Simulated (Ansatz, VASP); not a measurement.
Si in VASP and in Ansatz

```
Si
1.0
     0.00000    2.71547    2.71547
     2.71547    0.00000    2.71547
     2.71547    2.71547    0.00000
Si
2
Cartesian
  2.7155 2.4905 2.7155
  4.0732 4.0732 4.0732
```

Alike in both runs: task single point; functional PBE; k mesh 10 × 10 × 10; occupations gaussian, width 0.05 eV; no spin polarisation.

|  | VASP | Ansatz |
| --- | --- | --- |
| version | VASP 6.6.1 | Ansatz 0.2.0 |
| potentials or method | VASP PAW PBE potentials, release 64 (Si), cutoff 520 eV | scalar-relativistic, plane waves, PAW |
| valence electrons in the cell | 8 | 8 |

|  | VASP | Ansatz | Ansatz less VASP |
| --- | --- | --- | --- |
| gap on the k mesh at the Fermi level (eV) | none | none | - |
| pressure (GPa) | 3.6 | 3.7 | +0.09 |
| traceless stress, the component that is largest in VASP (GPa) | -9.56 | -9.61 | -0.053 |
| rms of the force components (eV/Å) | 1.636 | 1.639 | +0.0032 |

Atom by atom the forces differ by 0.003 eV/Å (rms over components). A gap of «none» marks a metal or a gap that the smearing closes. With one functional, cell and mesh, what is left measures potentials, basis and numerics.
